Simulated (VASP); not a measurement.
# Al3NiPd2 (P-3m1) in VASP: notebook

Runs on Al3NiPd2. Level: PBE. Tasks: single point, relaxation of cell and atoms.

All numbers are computed with VASP 6.6.1; they aren't measurements. Logs are shortened: lines on timing, memory, paths and dates and some standing lists are left out, and cuts for length are marked.

**1. The cell of the first run**

Symmetry: P-3m1, No. 164, trigonal system. Conventional cell: a = 4.271 Å, b = 4.271 Å, c = 5.243 Å, α = 90.00°, β = 90.00°, γ = 120.00°. Within 3.4 Å of Al (site symmetry 3m) lie 5 Pd at 2.56 to 2.68 Å and 3 Ni at 2.60 Å and 6 Al at 2.96 to 3.06 Å. Al (site symmetry -3m) has 6 Pd at 2.62 Å and 2 Ni at 2.62 Å and 6 Al at 3.06 Å within 3.5 Å. Ni (site symmetry -3m) has 8 Al at 2.60 to 2.62 Å and 6 Pd at 3.02 Å within 3.4 Å. Within 3.4 Å of Pd (site symmetry 3m) lie 8 Al at 2.56 to 2.68 Å and 3 Ni at 3.02 Å and 3 Pd at 3.03 Å.

**2. Single point, PBE**

INCAR

```
SYSTEM = Al3NiPd2
PREC = Accurate
ENCUT = 520
EDIFF = 1E-6
ISMEAR = 0
SIGMA = 0.1
LREAL = .False.
LASPH = .True.
NELM = 100
ALGO = Fast
ISIF = 2
LWAVE = .False.
LCHARG = .False.
GGA = PE
NBANDS = 28
```

KPOINTS

```
Automatic mesh
0
Gamma
  12 12 8
  0 0 0
```

POSCAR

```
Al3NiPd2
1.0
    4.2710765720      0.0000000000      0.0000000000
   -2.1355382860      3.6988608129      0.0000000000
    0.0000000000      0.0000000000      5.2430307254
Al Ni Pd
3 1 2
Direct
    0.6666666667      0.3333333333      0.8441538636
    0.3333333333      0.6666666667      0.1558461364
    0.0000000000      0.0000000000      0.5000000000
    0.0000000000      0.0000000000      0.0000000000
    0.3333333333      0.6666666667      0.6675504221
    0.6666666667      0.3333333333      0.3324495779
```

Potentials or basis: VASP PAW PBE potentials, release 64 (Al, Ni, Pd).

Command:

```bash
$ cat potpaw_PBE.64/Al/POTCAR potpaw_PBE.64/Ni/POTCAR potpaw_PBE.64/Pd/POTCAR > POTCAR
$ mpirun -np 1 vasp_std > vasp.out
```

OUTCAR:

```text
SYSTEM = Al3NiPd2
   PREC = Accurate
   ENCUT = 520
   EDIFF = 1E-6
   ISMEAR = 0
   LREAL = .False.
   LASPH = .True.
   NELM = 100
   ISIF = 2
   GGA = PE

 ion  position               nearest neighbor table
   1  0.667  0.333  0.844-   6 2.56   4 2.60   4 2.60   4 2.60   5 2.63   5 2.63   5 2.63   6 2.68
                             2 2.96   2 2.96   2 2.96   3 3.06   3 3.06   3 3.06
   2  0.333  0.667  0.156-   5 2.56   4 2.60   4 2.60   4 2.60   6 2.63   6 2.63   6 2.63   5 2.68
                             1 2.96   1 2.96   1 2.96   3 3.06   3 3.06   3 3.06
   3  0.000  0.000  0.500-   5 2.62   6 2.62   6 2.62   5 2.62   6 2.62   5 2.62   4 2.62   4 2.62
                             1 3.06   2 3.06   2 3.06   1 3.06   1 3.06   2 3.06
   4  0.000  0.000  0.000-   1 2.60   2 2.60   1 2.60   2 2.60   1 2.60   2 2.60   3 2.62   3 2.62
                             6 3.02   5 3.02   6 3.02   5 3.02   5 3.02   6 3.02
   5  0.333  0.667  0.668-   2 2.56   3 2.62   3 2.62   3 2.62   1 2.63   1 2.63   1 2.63   2 2.68
                             4 3.02   4 3.02   4 3.02   6 3.03   6 3.03   6 3.03
   6  0.667  0.333  0.332-   1 2.56   3 2.62   3 2.62   3 2.62   2 2.63   2 2.63   2 2.63   1 2.68
                             4 3.02   4 3.02   4 3.02   5 3.03   5 3.03   5 3.03

  LATTYP: Found a hexagonal cell.
 ALAT       =     4.2710765720
 C/A-ratio  =     1.2275665484

  Lattice vectors:

 A1 = (   4.2710765720,   0.0000000000,   0.0000000000)
 A2 = (  -2.1355382860,   3.6988608129,   0.0000000000)
 A3 = (   0.0000000000,   0.0000000000,   5.2430307254)

Analysis of symmetry for initial positions (statically):
=====================================================================
 Subroutine PRICEL returns:
 Original cell was already a primitive cell.

 Routine SETGRP: Setting up the symmetry group for a
 hexagonal supercell.

 Subroutine GETGRP returns: Found 12 space group operations
 (whereof 12 operations were pure point group operations)
 out of a pool of 24 trial point group operations.

The static configuration has the point symmetry D_3d.

Analysis of symmetry for dynamics (positions and initial velocities):
=====================================================================
 Subroutine PRICEL returns:
 Original cell was already a primitive cell.

 Routine SETGRP: Setting up the symmetry group for a
 hexagonal supercell.

 Subroutine GETGRP returns: Found 12 space group operations
 (whereof 12 operations were pure point group operations)
 out of a pool of 24 trial point group operations.

The dynamic configuration has the point symmetry D_3d.

 Subroutine INISYM returns: Found 12 space group operations
 (whereof 12 operations are pure point group operations),
[... 105 lines left out ...]
   LREAL  =      F    real-space projection
   EDIFFG = 0.1E-04   stopping-criterion for IOM
   NSW    =      0    number of steps for IOM
   IBRION =     -1    ionic relax: 0-MD 1-quasi-New 2-CG
   NFREE  =      0    steps in history (QN), initial steepest desc. (CG)
   ISIF   =      2    stress and relaxation
   ISYM   =      2    0-nonsym 1-usesym 2-fastsym
   POTIM  = 0.5000    time-step for ionic-motion
   TEBEG  =    0.0;   TEEND  =   0.0 temperature during run
   PSTRESS=    0.0 pullay stress
   NELECT =      39.0000    total number of electrons
   NUPDOWN=      -1.0000    fix difference up-down
   EMIN   =  10.00;   EMAX   =-10.00  energy-range for DOS
   EFERMI =   0.00;   METHOD = LEGACY
   ISMEAR =     0;   SIGMA  =   0.10  broadening in eV -4-tet -1-fermi 0-gaus
   EFERMI_NEDOS =   21; number of points for ismear=-14 and -15
   IALGO  =     68    algorithm
   IMIX   =      4    mixing-type and parameters
     AMIX     =   0.40;   BMIX     =  1.00
     AMIX_MAG =   1.60;   BMIX_MAG =  1.00
  volume/ion in A,a.u.               =      13.81        93.16
  Fermi-wavevector in a.u.,A,eV,Ry     =   1.273602  2.406759 22.069499  1.622062
  Thomas-Fermi vector in A             =   2.406416
   LORBIT       =      0    0 simple, 1 ext, 2 COOP (PROOUT), +10 PAW based schemes
   GGA     = PE    functional components
   LHFCALC =     F    Hartree Fock is set to
   AEXX    =    0.0000 exact exchange contribution
   IVDW    =     0    specifies the selected vdW correction
   LEPSILON=     F    determine dielectric tensor
   LRPA    =     F    only Hartree local field effects (RPA)
 non-spin polarized calculation
 RMM-DIIS sequential band-by-band and
 Gauss-broadening in eV      SIGMA  =   0.10
  energy-cutoff  :      520.00
  volume of cell :       82.83
 maximum number of plane-waves:      2258
   NGX = 15   NGY = 15   NGZ = 19

 number of electron      38.9999987 magnetization

 Free energy of the ion-electron system (eV)
  ---------------------------------------------------
  ext. energy  EPLUGINS =         0.00000000
  ---------------------------------------------------
  free energy    TOTEN  =       -31.76111413 eV

  energy without entropy =      -31.75213671  energy(sigma->0) =      -31.75662542

 E-fermi :  10.1120     XC(G=0): -11.9421

 val. band max:       10.1106047946   @ k =   0.0000   0.0000   0.2500
 cond. band min:      10.1170755671   @ k =   0.1667   0.1667   0.5000
 fundamental gap:      0.0064707725
 Fermi energy:        10.1119531375

 k-point     1 :       0.0000    0.0000    0.0000
  band No.  band energies     occupation
      1      -0.4807      2.00000
      2       3.4344      2.00000
      3       4.0448      2.00000
      4       4.8356      2.00000
      5       4.8356      2.00000
      6       5.3264      2.00000
[... 733 lines left out ...]
     27      14.8693      0.00000
     28      15.8972      0.00000

 [... further k-points ...]
[... 5 lines left out ...]
  --------------------------------------------------------------------------------------
  -------------------------------------------------------------------------------------
  Total        0.0042158      0.0042158     -0.0043914      0.0000000      0.0000000      0.0000000
  in kB        0.0815454      0.0815454     -0.0849431      0.0000000      0.0000000      0.0000000
  external PRESSURE =       0.0260492 kB  Pullay stress =       0.0000000 kB

 VOLUME and BASIS-vectors are now :
 -----------------------------------------------------------------------------
  energy-cutoff  :      520.00
  volume of cell :       82.83
      direct lattice vectors                 reciprocal lattice vectors
     4.271076572  0.000000000  0.000000000     0.234133007  0.135176754  0.000000000
    -2.135538286  3.698860813  0.000000000     0.000000000  0.270353509  0.000000000
     0.000000000  0.000000000  5.243030725     0.000000000  0.000000000  0.190729380

 POSITION                                       TOTAL-FORCE (eV/Angst)
 -----------------------------------------------------------------------------------
      2.13554      1.23295      4.42592         0.000000      0.000000     -0.000453
     -0.00000      2.46591      0.81711        -0.000000      0.000000      0.000453
      0.00000      0.00000      2.62152        -0.000000     -0.000000      0.000000
      0.00000      0.00000      0.00000        -0.000000     -0.000000      0.000000
     -0.00000      2.46591      3.49999         0.000000     -0.000000     -0.004221
      2.13554      1.23295      1.74304         0.000000     -0.000000      0.004221
 -----------------------------------------------------------------------------------
    total drift:                               -0.000000     -0.000000      0.000000

  FREE ENERGIE OF THE ION-ELECTRON SYSTEM (eV)
  ---------------------------------------------------
  free  energy   TOTEN  =       -31.7611141315 eV

  energy  without entropy=      -31.7521367097  energy(sigma->0) =      -31.75662542
```

OSZICAR:

```text
N       E                     dE             d eps       ncg     rms          rms(c)
DAV:   1     0.226154831201E+03    0.22615E+03   -0.16813E+04  7336   0.135E+03
DAV:   2    -0.199947622902E+02   -0.24615E+03   -0.23182E+03  7488   0.297E+02
DAV:   3    -0.336286591251E+02   -0.13634E+02   -0.13236E+02  8696   0.757E+01
DAV:   4    -0.339154666868E+02   -0.28681E+00   -0.28591E+00  8544   0.107E+01
DAV:   5    -0.339234346645E+02   -0.79680E-02   -0.79668E-02  8820   0.191E+00    0.172E+01
RMM:   6    -0.387044330852E+02   -0.47810E+01   -0.40892E+01  8271   0.522E+01    0.267E+01
RMM:   7    -0.320330706981E+02    0.66714E+01   -0.11743E+01  7346   0.289E+01    0.431E+00
RMM:   8    -0.318047899668E+02    0.22828E+00   -0.12733E+00  7412   0.740E+00    0.345E+00
RMM:   9    -0.317878974313E+02    0.16893E-01   -0.23539E-01  7795   0.425E+00    0.180E+00
RMM:  10    -0.317603850214E+02    0.27512E-01   -0.71488E-02  8132   0.151E+00    0.555E-01
RMM:  11    -0.317630448165E+02   -0.26598E-02   -0.17372E-02  8458   0.982E-01    0.612E-01
RMM:  12    -0.317630949164E+02   -0.50100E-04   -0.28840E-02  8741   0.112E+00    0.483E-01
RMM:  13    -0.317610985337E+02    0.19964E-02   -0.51561E-03  8098   0.570E-01    0.104E-01
RMM:  14    -0.317611332040E+02   -0.34670E-04   -0.75679E-04  9121   0.148E-01    0.471E-02
RMM:  15    -0.317611266821E+02    0.65219E-05   -0.10249E-04  8973   0.599E-02    0.404E-02
RMM:  16    -0.317611206761E+02    0.60060E-05   -0.89916E-05  8437   0.787E-02    0.300E-02
RMM:  17    -0.317611137474E+02    0.69287E-05   -0.17865E-05  8386   0.389E-02    0.265E-03
RMM:  18    -0.317611141315E+02   -0.38410E-06   -0.48938E-06  7057   0.116E-02
   1 F= -.31761114E+02 E0= -.31756625E+02  d E =-.897742E-02
```

stdout:

```text
POSCAR found type information on POSCAR AlNiPd
 POSCAR found :  3 types and       6 ions
 scaLAPACK will be used
 LDA part: xc-table for (Slater+PW92), standard interpolation
 POSCAR, INCAR and KPOINTS ok, starting setup
 FFT: planning ... GRIDC
 FFT: planning ... GRID_SOFT
 FFT: planning ... GRID
 WAVECAR not read
 entering main loop
```

Run time: 3 min. Hardware: 1 thread of Intel Xeon Platinum 8488C (Sapphire Rapids), shared host; peak memory 0.41 GiB.

What came out:

```yaml
Free_energy: -31.7611 eV
Pressure: 0.0 GPa
Largest_force: 0.004 eV/Å
```

Forces in eV/Å, atoms in the order of the input:
```
Al   0.000  0.000  0.000
Al   0.000  0.000  0.000
Al   0.000  0.000  0.000
Ni   0.000  0.000  0.000
Pd   0.000  0.000 -0.004
Pd   0.000  0.000  0.004
```

**3. Relaxation of cell and atoms, PBE**

INCAR

```
ALGO     = Fast           # electronic algorithm
EDIFF    = 1E-7           # SCF threshold, eV
EDIFFG   = -0.01          # ionic threshold
ENCUT    = 600            # plane-wave cutoff, eV
GGA      = PE             # functional
IBRION   = 2              # ionic algorithm
ISIF     = 3              # what is computed and relaxed
ISMEAR   = 0              # smearing method
LASPH    = T              # aspherical terms in the spheres
LCHARG   = F              # write CHGCAR
LREAL    = F              # projectors in reciprocal space
LWAVE    = F              # write WAVECAR
NELM     = 60             # most SCF steps
NSW      = 100            # ionic steps
PREC     = Accurate       # precision mode
SIGMA    = 0.1            # smearing width, eV
```

KPOINTS

```
k-points
0
Gamma
  12 12 8
```

POSCAR

```
Al3NiPd2
1.0
    4.2836700553      0.0000000000      0.0000000000
   -2.1418350276      3.7097670893      0.0000000000
    0.0000000000      0.0000000000      5.2222205503
Al Ni Pd
3 1 2
Direct
    0.6666666667      0.3333333333      0.8428812688
    0.3333333333      0.6666666667      0.1571187312
    0.0000000000      0.0000000000      0.5000000000
    0.0000000000      0.0000000000      0.0000000000
    0.3333333333      0.6666666667      0.6681416430
    0.6666666667      0.3333333333      0.3318583570
```

Potentials or basis: VASP PAW PBE potentials, release 64 (Al, Ni, Pd).

Command:

```bash
$ cat potpaw_PBE.64/Al/POTCAR potpaw_PBE.64/Ni/POTCAR potpaw_PBE.64/Pd/POTCAR > POTCAR
$ mpirun -np 1 vasp_std > vasp.out
```

Wall time 24 min (1 thread of AMD EPYC 9R14 (Zen 4), shared host); peak memory 0.45 GiB.

The run converged. Its results:

```
Free energy                            : -31.7610 eV
Relaxed volume                         : 13.80 Å³/atom
Relaxed cell                           : a = 4.271 Å, b = 4.271 Å, c = 5.242 Å, α = 90.00°, β = 90.00°, γ = 120.00°
Space group after relaxing (to 0.05 Å) : P-3m1 (No. 164)
Energy gained by relaxing              : 0.3 meV/atom
Ionic steps                            : 10
Pressure after relaxing                : 0.1 GPa
Largest force after relaxing           : 0.010 eV/Å
```

Forces in eV/Å, atoms in the order of the input:
```
Al   0.000  0.000  0.000
Al   0.000  0.000  0.000
Al   0.000  0.000  0.000
Ni   0.000  0.000  0.000
Pd   0.000  0.000 -0.010
Pd   0.000  0.000  0.010
```

The path:
```
step  energy change (eV)  largest force (eV/Å)  pressure (GPa)  volume (Å³)
   1              0.0000                0.0205           -0.25        82.99
   2             -0.0013                0.0300            0.19        82.73
   3             -0.0013                0.0311            0.30        82.70
   4             -0.0015                0.0246           -0.13        82.92
   5             -0.0015                0.0270            0.00        82.84
   6             -0.0015                0.0267           -0.02        82.85
   7             -0.0016                0.0148           -0.02        82.85
   8             -0.0016                0.0127           -0.02        82.85
   9             -0.0016                0.0130           -0.03        82.85
  10             -0.0016                0.0098            0.09        82.81
```

Final structure:
```
Al Ni Pd
1.0
     4.27094    0.00000    0.00000
    -2.13547    3.69874    0.00000
     0.00000    0.00000    5.24193
Al Ni Pd
3 1 2
Direct
  0.66667 0.33333 0.84402
  0.33333 0.66667 0.15598
  0.00000 0.00000 0.50000
  0.00000 0.00000 0.00000
  0.33333 0.66667 0.66780
  0.66667 0.33333 0.33220
```

Levels at points of the mesh, in eV from the Fermi level:
```tsv
k point	band 17	band 18	band 19	band 20	band 21	band 22	band 23
(0.00, 0.00, 0.00)	-1.66	-1.55	2.10	2.10	2.31	2.31	2.80
(0.50, 0.00, 0.00)	-1.97	-1.83	-1.26	0.21	0.47	1.81	2.45
(0.00, 0.00, 0.50)	-1.24	1.74	2.14	2.14	2.23	2.82	2.82
(0.50, 0.00, 0.50)	-1.77	-1.74	-0.80	0.57	0.58	2.06	2.84
```

Spin polarisation is off, so any magnetic state and its effect on volume and gap are missing.
